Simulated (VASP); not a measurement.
# AlN (P6_3/mmc) in VASP: further runs

AlN is run at these levels: PBEsol; tasks: single point.

All numbers are computed with VASP 6.6.1; they aren't measurements. Logs are shortened: lines on timing, memory, paths and dates and some standing lists are left out, and cuts for length are marked.

## 1. The cell of the first run

The structure is hexagonal, space group P6_3/mmc (No. 194). The conventional cell has a = 3.217 Å, b = 3.217 Å, c = 4.444 Å, α = 90.00°, β = 90.00°, γ = 120.00°. Within 2.5 Å of Al (site symmetry -6m2) lie 5 N at 1.86 to 2.22 Å. Within 2.5 Å of N (site symmetry -6m2) lie 5 Al at 1.86 to 2.22 Å.

## 2. Single point, PBEsol (strained)

The input, INCAR:

```
SYSTEM = AlN
  ALGO = Normal
  EDIFF = 1E-7
  ENCUT = 520
  GGA = PS
  ISIF = 2
  ISMEAR = 0
  LASPH = .TRUE.
  LCHARG = .TRUE.
  LELF = .TRUE.
  LREAL = .FALSE.
  LVHAR = .TRUE.
  LWAVE = .FALSE.
  NBANDS = 16
  NELM = 80
  PREC = Accurate
  SIGMA = 0.02
```

The input, KPOINTS:

```
k-points
0
G
  9 9 6
  0 0 0
```

The input, POSCAR:

```
AlN
1.0
    3.2166936873      0.0000000000      0.0000000000
   -1.6083468436      2.7857384494      0.0000000000
    0.0000000000      0.0000000000      4.4437999800
Al N
2 2
Direct
    0.3333333300      0.6666666700      0.7500000000
    0.6666666700      0.3333333300      0.2500000000
    0.3333333300      0.6666666700      0.2500000000
    0.6666666700      0.3333333300      0.7500000000
```

Potentials or basis: VASP PAW PBE potentials, release 64 (Al, N).

Launch:

```console
> cat potpaw_PBE.64/Al/POTCAR potpaw_PBE.64/N/POTCAR > POTCAR
> mpirun -np 1 vasp_std > vasp.out
```

OUTCAR:

```text
SYSTEM = AlN
   EDIFF = 1E-7
   ENCUT = 520
   GGA = PS
   ISIF = 2
   ISMEAR = 0
   LASPH = .TRUE.
   LREAL = .FALSE.
   NELM = 80
   PREC = Accurate

 ion  position               nearest neighbor table
   1  0.333  0.667  0.750-   4 1.86   4 1.86   4 1.86   3 2.22   3 2.22   2 2.90   2 2.90   2 2.90
                             2 2.90   2 2.90   2 2.90
   2  0.667  0.333  0.250-   3 1.86   3 1.86   3 1.86   4 2.22   4 2.22   1 2.90   1 2.90   1 2.90
                             1 2.90   1 2.90   1 2.90
   3  0.333  0.667  0.250-   2 1.86   2 1.86   2 1.86   1 2.22   1 2.22
   4  0.667  0.333  0.750-   1 1.86   1 1.86   1 1.86   2 2.22   2 2.22

  LATTYP: Found a hexagonal cell.
 ALAT       =     3.2166936873
 C/A-ratio  =     1.3814806171

  Lattice vectors:

 A1 = (   3.2166936873,   0.0000000000,   0.0000000000)
 A2 = (  -1.6083468436,   2.7857384494,   0.0000000000)
 A3 = (   0.0000000000,   0.0000000000,   4.4437999800)

Analysis of symmetry for initial positions (statically):
=====================================================================
 Subroutine PRICEL returns:
 Original cell was already a primitive cell.

 Routine SETGRP: Setting up the symmetry group for a
 hexagonal supercell.

 Subroutine GETGRP returns: Found 24 space group operations
 (whereof 12 operations were pure point group operations)
 out of a pool of 24 trial point group operations.

The static configuration has the point symmetry D_3d.
 The point group associated with its full space group is D_6h.

Analysis of symmetry for dynamics (positions and initial velocities):
=====================================================================
 Subroutine PRICEL returns:
 Original cell was already a primitive cell.

 Routine SETGRP: Setting up the symmetry group for a
 hexagonal supercell.

 Subroutine GETGRP returns: Found 24 space group operations
 (whereof 12 operations were pure point group operations)
 out of a pool of 24 trial point group operations.

The dynamic configuration has the point symmetry D_3d.
 The point group associated with its full space group is D_6h.

 Subroutine INISYM returns: Found 24 space group operations
 (whereof 12 operations are pure point group operations),
 and found     1 'primitive' translations

----------------------------------------------------------------------------------------

                                     Primitive cell

  volume of cell :      39.8203

  direct lattice vectors                    reciprocal lattice vectors
     3.216693687  0.000000000  0.000000000     0.310878218  0.179485623  0.000000000
    -1.608346844  2.785738449  0.000000000     0.000000000  0.358971245  0.000000000
     0.000000000  0.000000000  4.443799980     0.000000000  0.000000000  0.225032631

  length of vectors
     3.216693687  3.216693687  4.443799980     0.358971245  0.358971245  0.225032631

  position of ions in fractional coordinates (direct lattice)
     0.333333330  0.666666670  0.750000000
     0.666666670  0.333333330  0.250000000
     0.333333330  0.666666670  0.250000000
     0.666666670  0.333333330  0.750000000

  ion indices of the primitive-cell ions
   primitive index   ion index
                 1           1
                 2           2
                 3           3
                 4           4

----------------------------------------------------------------------------------------

 KPOINTS: k-points

Automatic generation of k-mesh.
 Grid dimensions read from file:
 generate k-points for:    9    9    6

 Generating k-lattice:

  Cartesian coordinates                     Fractional coordinates (reciprocal lattice)
     0.034542024  0.019942847  0.000000000     0.111111111 -0.000000000  0.000000000
     0.000000000  0.039885694  0.000000000     0.000000000  0.111111111  0.000000000
     0.000000000  0.000000000  0.037505438     0.000000000  0.000000000  0.166666667

  Length of vectors
     0.039885694  0.039885694  0.037505438

  Shift w.r.t. Gamma in fractional coordinates (k-lattice)
     0.000000000  0.000000000  0.000000000

 Subroutine IBZKPT returns following result:
 ===========================================

 Found     48 irreducible k-points:

 Following reciprocal coordinates:
            Coordinates               Weight
  0.000000  0.000000  0.000000      1.000000
  0.111111  0.000000  0.000000      6.000000
  0.222222  0.000000  0.000000      6.000000
  0.333333  0.000000  0.000000      6.000000
  0.444444  0.000000  0.000000      6.000000
  0.111111  0.111111  0.000000      6.000000
[... 16 lines left out ...]
  0.333333  0.222222  0.166667     24.000000
  0.333333  0.333333  0.166667      4.000000
 [... further k-points ...]
   k-points           NKPTS =     48   k-points in BZ     NKDIM =     48   number of bands    NBANDS=     16
   number of dos      NEDOS =    301   number of ions     NIONS =      4
   total plane-waves  NPLWV =  20736
   dimension x,y,z NGX =    24 NGY =   24 NGZ =   36
   dimension x,y,z NGXF=    48 NGYF=   48 NGZF=   72
   ions per type =               2   2
   NGX,Y,Z   is equivalent  to a cutoff of  12.40, 12.40, 13.47 a.u.
   NGXF,Y,Z  is equivalent  to a cutoff of  24.81, 24.81, 26.94 a.u.
 SYSTEM =  AlN
   PREC   = accura    normal or accurate (medium, high low for compatibility)
   ISTART =      0    job   : 0-new  1-cont  2-samecut
   ICHARG =      2    charge: 1-file 2-atom 10-const
   ISPIN  =      1    spin polarized calculation?
   LNONCOLLINEAR =      F non collinear calculations
   LSORBIT =      F    spin-orbit coupling
   LASPH  =      T    aspherical Exc in radial PAW
   ENCUT  =  520.0 eV  38.22 Ry    6.18 a.u.   5.98  5.98  8.26*2*pi/ulx,y,z
   NELM   =     80;   NELMIN=  2; NELMDL= -5     # of ELM steps
   EDIFF  = 0.1E-06   stopping-criterion for ELM
   LREAL  =      F    real-space projection
   EDIFFG = 0.1E-05   stopping-criterion for IOM
   NSW    =      0    number of steps for IOM
   IBRION =     -1    ionic relax: 0-MD 1-quasi-New 2-CG
   NFREE  =      0    steps in history (QN), initial steepest desc. (CG)
   ISIF   =      2    stress and relaxation
   ISYM   =      2    0-nonsym 1-usesym 2-fastsym
   POTIM  = 0.5000    time-step for ionic-motion
   TEBEG  =    0.0;   TEEND  =   0.0 temperature during run
   PSTRESS=    0.0 pullay stress
   NELECT =      16.0000    total number of electrons
   NUPDOWN=      -1.0000    fix difference up-down
   EMIN   =  10.00;   EMAX   =-10.00  energy-range for DOS
   EFERMI =   0.00;   METHOD = LEGACY
   ISMEAR =     0;   SIGMA  =   0.02  broadening in eV -4-tet -1-fermi 0-gaus
   EFERMI_NEDOS =   21; number of points for ismear=-14 and -15
   IALGO  =     38    algorithm
   IMIX   =      4    mixing-type and parameters
     AMIX     =   0.40;   BMIX     =  1.00
     AMIX_MAG =   1.60;   BMIX_MAG =  1.00
  volume/ion in A,a.u.               =       9.96        67.18
  Fermi-wavevector in a.u.,A,eV,Ry     =   1.208036  2.282858 19.855685  1.459352
  Thomas-Fermi vector in A             =   2.343656
   LORBIT       =      0    0 simple, 1 ext, 2 COOP (PROOUT), +10 PAW based schemes
   GGA     = PS    functional components
   LHFCALC =     F    Hartree Fock is set to
   AEXX    =    0.0000 exact exchange contribution
   IVDW    =     0    specifies the selected vdW correction
   LEPSILON=     F    determine dielectric tensor
   LRPA    =     F    only Hartree local field effects (RPA)
 non-spin polarized calculation
 Gauss-broadening in eV      SIGMA  =   0.02
  energy-cutoff  :      520.00
  volume of cell :       39.82
 maximum number of plane-waves:      1092
 NGX is ok and might be reduce to    24
   NGX = 11   NGY = 11   NGZ = 17

 number of electron      16.0000003 magnetization

 Free energy of the ion-electron system (eV)
  ---------------------------------------------------
  ext. energy  EPLUGINS =         0.00000000
  ---------------------------------------------------
  free energy    TOTEN  =       -30.81124974 eV

  energy without entropy =      -30.81124974  energy(sigma->0) =      -30.81124974

 E-fermi :   8.1953     XC(G=0): -11.3501

 val. band max:        8.0889833188   @ k =   0.0000   0.0000   0.0000
 cond. band min:      11.0836737954   @ k =   0.0000   0.0000   0.0000
 fundamental gap:      2.9946904766
 Fermi energy:         8.1952524539

 k-point     1 :       0.0000    0.0000    0.0000
  band No.  band energies     occupation
      1      -8.8809      2.00000
      2      -5.7209      2.00000
      3       0.7989      2.00000
      4       4.8280      2.00000
      5       4.8280      2.00000
      6       6.0653      2.00000
[... 8 lines left out ...]
     15      19.0707      0.00000
     16      19.8121      0.00000

 k-point     2 :       0.1111    0.0000    0.0000
  band No.  band energies     occupation
      1      -8.7298      2.00000
      2      -5.6762      2.00000
      3       0.9676      2.00000
      4       4.2485      2.00000
      5       4.6327      2.00000
      6       5.5260      2.00000
[... 8 lines left out ...]
     15      19.4532      0.00000
     16      19.5541      0.00000

 k-point     3 :       0.2222    0.0000    0.0000
  band No.  band energies     occupation
      1      -8.2977      2.00000
      2      -5.5912      2.00000
      3       1.4604      2.00000
      4       2.9965      2.00000
      5       4.2331      2.00000
      6       4.5029      2.00000
[... 8 lines left out ...]
     15      18.4709      0.00000
     16      19.4719      0.00000

 k-point     4 :       0.3333    0.0000    0.0000
  band No.  band energies     occupation
      1      -7.6615      2.00000
      2      -5.6047      2.00000
      3       1.8234      2.00000
      4       2.2231      2.00000
      5       3.5611      2.00000
      6       3.8675      2.00000
[... 8 lines left out ...]
     15      19.5836      0.00000
     16      19.8567      0.00000
[... 324 lines left out ...]
 k-point    22 :       0.2222    0.2222    0.1667
  band No.  band energies     occupation
      1      -7.2093      2.00000
      2      -5.7615      2.00000
      3       1.6536      2.00000
      4       1.9243      2.00000
      5       3.6005      2.00000
      6       3.8510      2.00000
[... 8 lines left out ...]
     15      19.1504      0.00000
     16      21.0047      0.00000

 k-point    23 :       0.3333    0.2222    0.1667
  band No.  band energies     occupation
      1      -6.6469      2.00000
      2      -5.9314      2.00000
      3       1.2528      2.00000
      4       2.0798      2.00000
      5       2.7770      2.00000
      6       4.4398      2.00000
[... 8 lines left out ...]
     15      19.0061      0.00000
     16      21.0465      0.00000

 k-point    24 :       0.3333    0.3333    0.1667
  band No.  band energies     occupation
      1      -6.2173      2.00000
      2      -6.2173      2.00000
      3       1.3291      2.00000
      4       2.2518      2.00000
      5       2.2518      2.00000
      6       4.2363      2.00000
[... 8 lines left out ...]
     15      18.7621      0.00000
     16      20.9204      0.00000

 [... further k-points ...]
[... 5 lines left out ...]
  --------------------------------------------------------------------------------------
  -------------------------------------------------------------------------------------
  Total        1.6980472      1.6980472     -2.3208211      0.0000000     -0.0000000      0.0000000
  in kB       68.3212498     68.3212498    -93.3786727      0.0000000     -0.0000000      0.0000000
  external PRESSURE =      14.4212756 kB  Pullay stress =       0.0000000 kB

 VOLUME and BASIS-vectors are now :
 -----------------------------------------------------------------------------
  energy-cutoff  :      520.00
  volume of cell :       39.82
      direct lattice vectors                 reciprocal lattice vectors
     3.216693687  0.000000000  0.000000000     0.310878218  0.179485623  0.000000000
    -1.608346844  2.785738449  0.000000000     0.000000000  0.358971245  0.000000000
     0.000000000  0.000000000  4.443799980     0.000000000  0.000000000  0.225032631

 POSITION                                       TOTAL-FORCE (eV/Angst)
 -----------------------------------------------------------------------------------
     -0.00000      1.85716      3.33285         0.000000      0.000000      0.000000
      1.60835      0.92858      1.11095         0.000000      0.000000      0.000000
     -0.00000      1.85716      1.11095         0.000000     -0.000000      0.000000
      1.60835      0.92858      3.33285        -0.000000      0.000000      0.000000
 -----------------------------------------------------------------------------------
    total drift:                               -0.000001      0.000001      0.000000

  FREE ENERGIE OF THE ION-ELECTRON SYSTEM (eV)
  ---------------------------------------------------
  free  energy   TOTEN  =       -30.8112497404 eV

  energy  without entropy=      -30.8112497404  energy(sigma->0) =      -30.81124974
```

Wall time 61 s (1 thread of AMD EPYC 7R13, shared host); peak memory 0.13 GiB.

Results:

```yaml
Free_energy: -30.8112 eV
Pressure: 1.4 GPa
Band_gap_on_the_k_mesh: 2.99 eV, direct
```

Stress tensor (GPa, compression positive):
```
 6.83  0.00  0.00
 0.00  6.83  0.00
 0.00  0.00 -9.34
```

Levels at points of the mesh, in eV from the valence-band top:
```
           k point  band 6  band 7  band 8  band 9  band 10  band 11
(0.00, 0.00, 0.00)   -2.02   -2.02    0.00    2.99     4.60     8.49
(0.00, 0.00, 0.50)   -2.67   -2.67   -2.67    5.45     5.45     8.77
```

Caveat: the cell differs from its parent crystal (strained); the PAW data sets were made with another functional, which shifts forces and pressure a little.

(Continued in part 2 of 2.)
